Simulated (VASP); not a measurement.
# GaN (F-43m) in VASP: a series of runs

The runs below take GaN through single point, with PBE, LDA, PBEsol-based global hybrid.

All numbers are computed with VASP 6.6.1; they aren't measurements. Logs are shortened: lines on timing, memory, paths and dates and some standing lists are left out, and cuts for length are marked.

### Step 1. The cell of the first run

It takes space group F-43m (No. 216, cubic). The conventional cell has a = 4.507 Å, b = 4.507 Å, c = 4.507 Å, α = 90.00°, β = 90.00°, γ = 90.00°. Within 2.6 Å of Ga (site symmetry -43m) lie 4 N at 1.95 Å. N (site symmetry -43m) has 4 Ga at 1.95 Å within 2.6 Å.

### Step 2. Single point, PBE

INCAR

```
SYSTEM = GaN
PREC = Accurate ; ENCUT = 520
EDIFF = 1E-6 ; ISMEAR = -1
SIGMA = 0.05 ; LREAL = .FALSE.
LASPH = .TRUE. ; NELM = 60
ALGO = Normal ; ISIF = 2
LWAVE = .FALSE. ; LCHARG = .FALSE.
GGA = PE ; NBANDS = 16
```

KPOINTS

```
regular mesh
0
G
  14 14 14
  0 0 0
```

POSCAR

```
GaN
1.0
    0.0000000000      2.2535006075      2.2535006075
    2.2535006075      0.0000000000      2.2535006075
    2.2535006075      2.2535006075      0.0000000000
Ga N
1 1
Direct
    0.0000000000      0.0000000000      0.0000000000
    0.2500000000      0.2500000000      0.2500000000
```

Potentials or basis: VASP PAW PBE potentials, release 64 (Ga_d, N).

Run with:

```bash
$ cat potpaw_PBE.64/Ga_d/POTCAR potpaw_PBE.64/N/POTCAR > POTCAR
$ mpirun -np 1 vasp_std > vasp.out
```

OUTCAR:

```text
SYSTEM = GaN
   PREC = Accurate
   ENCUT = 520
   EDIFF = 1E-6
   ISMEAR = -1
   LREAL = .FALSE.
   LASPH = .TRUE.
   NELM = 60
   ISIF = 2
   GGA = PE

 ion  position               nearest neighbor table
   1  0.000  0.000  0.000-   2 1.95   2 1.95   2 1.95   2 1.95
   2  0.250  0.250  0.250-   1 1.95   1 1.95   1 1.95   1 1.95

  LATTYP: Found a face centered cubic cell.
 ALAT       =     4.5070012150

  Lattice vectors:

 A1 = (   0.0000000000,   2.2535006075,   2.2535006075)
 A2 = (   2.2535006075,   0.0000000000,   2.2535006075)
 A3 = (   2.2535006075,   2.2535006075,   0.0000000000)

Analysis of symmetry for initial positions (statically):
=====================================================================
 Subroutine PRICEL returns:
 Original cell was already a primitive cell.

 Routine SETGRP: Setting up the symmetry group for a
 face centered cubic supercell.

 Subroutine GETGRP returns: Found 24 space group operations
 (whereof 24 operations were pure point group operations)
 out of a pool of 48 trial point group operations.

The static configuration has the point symmetry T_d .

Analysis of symmetry for dynamics (positions and initial velocities):
=====================================================================
 Subroutine PRICEL returns:
 Original cell was already a primitive cell.

 Routine SETGRP: Setting up the symmetry group for a
 face centered cubic supercell.

 Subroutine GETGRP returns: Found 24 space group operations
 (whereof 24 operations were pure point group operations)
 out of a pool of 48 trial point group operations.

The dynamic configuration has the point symmetry T_d .

 Subroutine INISYM returns: Found 24 space group operations
 (whereof 24 operations are pure point group operations),
 and found     1 'primitive' translations

----------------------------------------------------------------------------------------

                                     Primitive cell

  volume of cell :      22.8877

  direct lattice vectors                    reciprocal lattice vectors
     0.000000000  2.253500607  2.253500607    -0.221877020  0.221877020  0.221877020
     2.253500607  0.000000000  2.253500607     0.221877020 -0.221877020  0.221877020
     2.253500607  2.253500607  0.000000000     0.221877020  0.221877020 -0.221877020

  length of vectors
     3.186931122  3.186931122  3.186931122     0.384302272  0.384302272  0.384302272

  position of ions in fractional coordinates (direct lattice)
     0.000000000  0.000000000  0.000000000
     0.250000000  0.250000000  0.250000000

  ion indices of the primitive-cell ions
   primitive index   ion index
                 1           1
                 2           2

----------------------------------------------------------------------------------------

 KPOINTS: regular mesh

Automatic generation of k-mesh.
 Grid dimensions read from file:
 generate k-points for:   14   14   14

 Generating k-lattice:

  Cartesian coordinates                     Fractional coordinates (reciprocal lattice)
    -0.015848359  0.015848359  0.015848359     0.071428571  0.000000000  0.000000000
     0.015848359 -0.015848359  0.015848359     0.000000000  0.071428571  0.000000000
     0.015848359  0.015848359 -0.015848359     0.000000000  0.000000000  0.071428571

  Length of vectors
     0.027450162  0.027450162  0.027450162

  Shift w.r.t. Gamma in fractional coordinates (k-lattice)
     0.000000000  0.000000000  0.000000000

 Subroutine IBZKPT returns following result:
 ===========================================

 Found    104 irreducible k-points:

 Following reciprocal coordinates:
            Coordinates               Weight
  0.000000  0.000000  0.000000      1.000000
  0.071429  0.000000  0.000000      8.000000
  0.142857  0.000000  0.000000      8.000000
  0.214286  0.000000  0.000000      8.000000
  0.285714  0.000000  0.000000      8.000000
  0.357143  0.000000  0.000000      8.000000
[... 16 lines left out ...]
  0.214286  0.142857  0.000000     24.000000
  0.285714  0.142857  0.000000     24.000000
 [... further k-points ...]
   k-points           NKPTS =    104   k-points in BZ     NKDIM =    104   number of bands    NBANDS=     16
   number of dos      NEDOS =    301   number of ions     NIONS =      2
   total plane-waves  NPLWV =  13824
   dimension x,y,z NGX =    24 NGY =   24 NGZ =   24
   dimension x,y,z NGXF=    48 NGYF=   48 NGZF=   48
   ions per type =               1   1
   NGX,Y,Z   is equivalent  to a cutoff of  12.52, 12.52, 12.52 a.u.
   NGXF,Y,Z  is equivalent  to a cutoff of  25.04, 25.04, 25.04 a.u.
 SYSTEM =  GaN
   PREC   = accura    normal or accurate (medium, high low for compatibility)
   ISTART =      0    job   : 0-new  1-cont  2-samecut
   ICHARG =      2    charge: 1-file 2-atom 10-const
   ISPIN  =      1    spin polarized calculation?
   LNONCOLLINEAR =      F non collinear calculations
   LSORBIT =      F    spin-orbit coupling
   LASPH  =      T    aspherical Exc in radial PAW
   ENCUT  =  520.0 eV  38.22 Ry    6.18 a.u.   5.93  5.93  5.93*2*pi/ulx,y,z
   NELM   =     60;   NELMIN=  2; NELMDL= -5     # of ELM steps
   EDIFF  = 0.1E-05   stopping-criterion for ELM
   LREAL  =      F    real-space projection
   EDIFFG = 0.1E-04   stopping-criterion for IOM
   NSW    =      0    number of steps for IOM
   IBRION =     -1    ionic relax: 0-MD 1-quasi-New 2-CG
   NFREE  =      0    steps in history (QN), initial steepest desc. (CG)
   ISIF   =      2    stress and relaxation
   ISYM   =      2    0-nonsym 1-usesym 2-fastsym
   POTIM  = 0.5000    time-step for ionic-motion
   TEBEG  =    0.0;   TEEND  =   0.0 temperature during run
   PSTRESS=    0.0 pullay stress
   NELECT =      18.0000    total number of electrons
   NUPDOWN=      -1.0000    fix difference up-down
   EMIN   =  10.00;   EMAX   =-10.00  energy-range for DOS
   EFERMI =   0.00;   METHOD = LEGACY
   ISMEAR =    -1;   SIGMA  =   0.05  broadening in eV -4-tet -1-fermi 0-gaus
   EFERMI_NEDOS =   21; number of points for ismear=-14 and -15
   IALGO  =     38    algorithm
   IMIX   =      4    mixing-type and parameters
     AMIX     =   0.40;   BMIX     =  1.00
     AMIX_MAG =   1.60;   BMIX_MAG =  1.00
  volume/ion in A,a.u.               =      11.44        77.23
  Fermi-wavevector in a.u.,A,eV,Ry     =   1.511117  2.855596 31.068543  2.283473
  Thomas-Fermi vector in A             =   2.621216
   LORBIT       =      0    0 simple, 1 ext, 2 COOP (PROOUT), +10 PAW based schemes
   GGA     = PE    functional components
   LHFCALC =     F    Hartree Fock is set to
   AEXX    =    0.0000 exact exchange contribution
   IVDW    =     0    specifies the selected vdW correction
   LEPSILON=     F    determine dielectric tensor
   LRPA    =     F    only Hartree local field effects (RPA)
 non-spin polarized calculation
  energy-cutoff  :      520.00
  volume of cell :       22.89
 maximum number of plane-waves:       636
   NGX = 11   NGY = 11   NGZ = 11

 number of electron      18.0000004 magnetization

 Free energy of the ion-electron system (eV)
  ---------------------------------------------------
  ext. energy  EPLUGINS =         0.00000000
  ---------------------------------------------------
  free energy    TOTEN  =       -12.14326861 eV

  energy without entropy =      -12.14326861  energy(sigma->0) =      -12.14326861

 E-fermi :   6.2034     XC(G=0): -11.6670

 val. band max:        5.2810498401   @ k =   0.0000   0.0000   0.0000
 cond. band min:       7.0055182880   @ k =   0.0000   0.0000   0.0000
 fundamental gap:      1.7244684479
 Fermi energy:         6.2033502491

 k-point     1 :       0.0000    0.0000    0.0000
  band No.  band energies     occupation
      1     -10.6524      2.00000
      2      -8.1604      2.00000
      3      -8.1604      2.00000
      4      -8.1604      2.00000
      5      -7.8408      2.00000
      6      -7.8408      2.00000
[... 8 lines left out ...]
     15      24.1369      0.00000
     16      24.1369      0.00000

 k-point     2 :       0.0714    0.0000    0.0000
  band No.  band energies     occupation
      1     -10.5952      2.00000
      2      -8.1533      2.00000
      3      -8.1533      2.00000
      4      -8.1416      2.00000
      5      -7.8415      2.00000
      6      -7.8415      2.00000
[... 8 lines left out ...]
     15      23.2353      0.00000
     16      23.2354      0.00000

 k-point     3 :       0.1429    0.0000    0.0000
  band No.  band energies     occupation
      1     -10.4371      2.00000
      2      -8.1344      2.00000
      3      -8.1344      2.00000
      4      -8.0727      2.00000
      5      -7.8424      2.00000
      6      -7.8424      2.00000
[... 8 lines left out ...]
     15      22.3691      0.00000
     16      22.3692      0.00000

 k-point     4 :       0.2143    0.0000    0.0000
  band No.  band energies     occupation
      1     -10.2201      2.00000
      2      -8.1105      2.00000
      3      -8.1105      2.00000
      4      -7.9187      2.00000
      5      -7.8398      2.00000
      6      -7.8398      2.00000
[... 8 lines left out ...]
     15      22.0592      0.00000
     16      22.0592      0.00000

 k-point     5 :       0.2857    0.0000    0.0000
  band No.  band energies     occupation
      1     -10.0077      2.00000
      2      -8.0903      2.00000
      3      -8.0903      2.00000
      4      -7.8301      2.00000
      5      -7.8301      2.00000
      6      -7.6360      2.00000
[... 8 lines left out ...]
     15      22.4082      0.00000
     16      22.4082      0.00000

 k-point     6 :       0.3571    0.0000    0.0000
  band No.  band energies     occupation
      1      -9.8532      2.00000
      2      -8.0785      2.00000
      3      -8.0785      2.00000
      4      -7.8144      2.00000
      5      -7.8144      2.00000
      6      -7.2237      2.00000
[... 8 lines left out ...]
     15      23.2900      0.00000
     16      23.2900      0.00000
[... 267 lines left out ...]
 k-point    21 :      -0.0714    0.0714    0.0000
  band No.  band energies     occupation
      1     -10.5043      2.00000
      2      -8.1448      2.00000
      3      -8.1373      2.00000
      4      -8.1086      2.00000
      5      -7.8475      2.00000
      6      -7.8370      2.00000
[... 8 lines left out ...]
     15      22.2864      0.00000
     16      23.9230      0.00000

 k-point    22 :       0.1429    0.1429    0.0000
  band No.  band energies     occupation
      1     -10.3675      2.00000
      2      -8.1090      2.00000
      3      -8.1090      2.00000
      4      -8.0813      2.00000
      5      -7.8549      2.00000
      6      -7.8263      2.00000
[... 8 lines left out ...]
     15      25.4378      0.00000
     16      25.5496      0.00000

 k-point    23 :       0.2143    0.1429    0.0000
  band No.  band energies     occupation
      1     -10.2067      2.00000
      2      -8.0934      2.00000
      3      -8.0821      2.00000
      4      -8.0009      2.00000
      5      -7.8350      2.00000
      6      -7.8193      2.00000
[... 8 lines left out ...]
     15      24.9088      0.00000
     16      25.0278      0.00000

 k-point    24 :       0.2857    0.1429    0.0000
  band No.  band energies     occupation
      1     -10.0180      2.00000
      2      -8.0798      2.00000
      3      -8.0566      2.00000
      4      -7.9284      2.00000
      5      -7.8103      2.00000
      6      -7.6862      2.00000
[... 8 lines left out ...]
     15      24.3593      0.00000
     16      24.7268      0.00000

 [... further k-points ...]
[... 5 lines left out ...]
  --------------------------------------------------------------------------------------
  -------------------------------------------------------------------------------------
  Total        0.7281546      0.7281546      0.7281546     -0.0000000      0.0000000     -0.0000000
  in kB       50.9719355     50.9719355     50.9719355     -0.0000000      0.0000000     -0.0000000
  external PRESSURE =      50.9719355 kB  Pullay stress =       0.0000000 kB

 VOLUME and BASIS-vectors are now :
 -----------------------------------------------------------------------------
  energy-cutoff  :      520.00
  volume of cell :       22.89
      direct lattice vectors                 reciprocal lattice vectors
     0.000000000  2.253500607  2.253500607    -0.221877020  0.221877020  0.221877020
     2.253500607  0.000000000  2.253500607     0.221877020 -0.221877020  0.221877020
     2.253500607  2.253500607  0.000000000     0.221877020  0.221877020 -0.221877020

 POSITION                                       TOTAL-FORCE (eV/Angst)
 -----------------------------------------------------------------------------------
      0.00000      0.00000      0.00000        -0.000000     -0.000000     -0.000000
      1.12675      1.12675      1.12675         0.000000      0.000000      0.000000
 -----------------------------------------------------------------------------------
    total drift:                                0.000002      0.000002      0.000002

  FREE ENERGIE OF THE ION-ELECTRON SYSTEM (eV)
  ---------------------------------------------------
  free  energy   TOTEN  =       -12.1432686130 eV

  energy  without entropy=      -12.1432686129  energy(sigma->0) =      -12.14326861
```

Run time: 23 s. Hardware: 1 thread of Intel Xeon 6975P-C, shared host; peak memory 0.16 GiB.

What came out:

| Property | Result |
| --- | --- |
| Free energy | -12.1433 eV |
| Pressure | 5.1 GPa |
| Band gap on the k mesh | 1.72 eV, direct |

Levels at points of the mesh, in eV from the valence-band top:
| k point | band 5 | band 6 | band 7 | band 8 | band 9 | band 10 | band 11 | band 12 | band 13 | band 14 |
| --- | --- | --- | --- | --- | --- | --- | --- | --- | --- | --- |
| (0.00, 0.00, 0.00) | -13.12 | -13.12 | 0.00 | 0.00 | 0.00 | 1.72 | 10.30 | 10.30 | 10.30 | 17.61 |
| (0.50, 0.00, 0.00) | -13.07 | -11.88 | -7.04 | -0.97 | -0.97 | 4.64 | 8.73 | 10.37 | 10.37 | 15.63 |
| (0.50, 0.50, 0.00) | -13.04 | -11.45 | -6.12 | -2.70 | -2.70 | 3.35 | 6.66 | 11.71 | 13.96 | 13.96 |

### Step 3. Single point, LDA, non-collinear spin, zero start, spin-orbit coupling

INCAR

```
PREC     = Accurate       # precision mode
ENCUT    = 520            # plane-wave cutoff, eV
EDIFF    = 1E-6           # SCF threshold, eV
ISMEAR   = -1             # smearing method
SIGMA    = 0.05           # smearing width, eV
LREAL    = F              # projectors in reciprocal space
LASPH    = T              # aspherical terms in the spheres
NELM     = 150            # most SCF steps
ALGO     = Normal         # electronic algorithm
ISIF     = 2              # what is computed and relaxed
LWAVE    = F              # write WAVECAR
LCHARG   = F              # write CHGCAR
LNONCOLLINEAR= T              # non-collinear magnetism
MAGMOM   = 0 0 0 0 0 0    # initial moments
LORBIT   = 11             # projections on sites
LSORBIT  = T              # spin-orbit coupling
GGA_COMPAT= F            
LORBMOM  = T            
NBANDS   = 30             # bands
```

KPOINTS

```
Automatic mesh
0
Gamma
  10 10 10
```

POSCAR is that of step 2.

Potentials or basis: VASP PAW LDA potentials, release 64 (Ga_d, N).

Run with:

```bash
$ cat potpaw_LDA.64/Ga_d/POTCAR potpaw_LDA.64/N/POTCAR > POTCAR
$ mpirun -np 1 vasp_ncl > vasp.out
```

It took 1.9 min on 1 thread of Intel Xeon 6975P-C, shared host; peak memory 0.22 GiB.

It converged, with:

```yaml
Free_energy: -13.9387 eV
Pressure: -5.5 GPa
Net_moment: 0.00 μB per cell
Valence_electrons_inside_the_program's_atomic_spheres: Ga 11.88; N 3.69
```

Moments on the atoms (μB; x, y, z):
```
Ga  0.00 0.00 0.00
N   0.00 0.00 0.00
```

[end of part 1 of 2]
